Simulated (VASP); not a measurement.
**Rh: single point with PBEsol**

Crystal: Rh.

```xyz
2
Lattice="2.7963 0.0000 0.0000 -1.3981 2.4217 0.0000 0.0000 0.0000 4.3290" Properties=species:S:1:pos:R:3 pbc="T T T"
Rh    1.3981    0.8072    3.2468
Rh    0.0000    1.6144    1.0823
```

This cell differs from its parent crystal: strain +0.040 along x and y, +0.000 along z.

```
Program                : VASP 6.6.1
Task                   : single point
Functional             : PBEsol
Potentials or basis    : VASP PAW PBE potentials, release 64 (Rh_pv)
Cutoff                 : 520 eV
k mesh                 : 24 × 24 × 14
Occupations            : gaussian, width 0.15 eV
Spin                   : no spin polarisation
Dipole correction      : no
Further INCAR settings : ALGO = Fast; EDIFF = 1e-06; NBANDS = 22
```

| Item | Value |
| --- | --- |
| Pressure | -18.0 GPa |
| Band gap on the k mesh | zero (bands 15 and 16 overlap by 2.10 eV) |

Stress tensor (GPa, compression positive):
```
-20.58   0.00   0.00
  0.00 -20.58   0.00
  0.00   0.00 -12.94
```

Levels at points of the mesh, in eV from the Fermi level:
```tsv
k point	band 12	band 13	band 14	band 15	band 16	band 17	band 18	band 19
(0.00, 0.00, 0.00)	-2.23	-2.23	-2.03	-2.03	0.10	0.10	1.14	8.57
(0.50, 0.00, 0.00)	-2.15	-1.89	0.17	0.53	0.68	2.68	4.60	9.94
(0.00, 0.00, 0.50)	-2.98	-2.82	-2.82	-0.40	-0.40	-0.40	-0.40	14.84
(0.50, 0.00, 0.50)	-1.68	-0.32	-0.32	0.40	0.40	2.48	2.48	8.57
```

It took 90 s on 1 thread of Intel(R) Xeon(R) 6975P-C (Granite Rapids), on a shared host, peak memory 0.34 GiB.

Caveat: the cell differs from its parent crystal (strain +0.040 along x and y, +0.000 along z); the stress differs along the axes, from -21 to -13 GPa; the PAW data sets were made with another functional, which shifts forces and pressure a little.
